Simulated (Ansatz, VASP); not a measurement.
## One calculation of LiCl, two programs

File INCAR:

```
SYSTEM = LiCl
ALGO = Normal
EDIFF = 1E-6
ENCUT = 520
GGA = PS
ISIF = 2
ISMEAR = -1
LASPH = .TRUE.
LCHARG = .FALSE.
LREAL = .FALSE.
LWAVE = .FALSE.
NBANDS = 12
NELM = 60
PREC = Accurate
SIGMA = 0.05
```

File KPOINTS:

```
k-points
0
G
  9 9 9
  0 0 0
```

The input POSCAR:

```
LiCl
1.0
    0.0000000000      2.5985208441      2.5985208441
    2.5985208441      0.0000000000      2.5985208441
    2.5985208441      2.5985208441      0.0000000000
Cl Li
1 1
Direct
    0.5000000000      0.5000000000      0.5000000000
    0.0000000000      0.0000000000      0.0000000000
```

The input input.yaml:

```yaml
crystal:
  lattice:
    - [0.0, 2.5985208441, 2.5985208441]
    - [2.5985208441, 0.0, 2.5985208441]
    - [2.5985208441, 2.5985208441, 0.0]
  atoms:
    - { symbol: Cl, position: [0.5, 0.5, 0.5] }
    - { symbol: Li, position: [0.0, 0.0, 0.0] }
hamiltonian:
  xc: pbesol
  pseudopotentials: { kind: paw }
kpoints:
  mp_grid: { grid: [9, 9, 9] }
scf:
  occupations: { method: fermi_dirac, width: 0.05 }
output:
  forces: true
  stress: true
  eigenvalues: true
```

Alike in both runs: task single point; functional PBEsol; k mesh 9 × 9 × 9; occupations fermi-dirac, width 0.05 eV; no spin polarisation.

```csv
,VASP,Ansatz
version,VASP 6.6.1,Ansatz 0.2.0
potentials or method,"VASP PAW PBE potentials, release 64 (Cl, Li_sv)",Ansatz PAW
plane-wave cutoff (eV),520,420
valence electrons in the cell,10,10
```

```csv
,VASP,Ansatz,Ansatz less VASP
gap on the k mesh at the Fermi level (eV),5.92,5.91,-0.009
least direct gap on the mesh (eV),5.92,5.91,-0.009
```

VASP's potentials were made for PBE, not for PBEsol.

Noted on VASP's run: the cutoff is short for stress, so the pressure is rough. Noted on Ansatz's run: odd divisions of the mesh miss points on the zone boundary, where band edges often lie, so the gap on the mesh can be too wide.
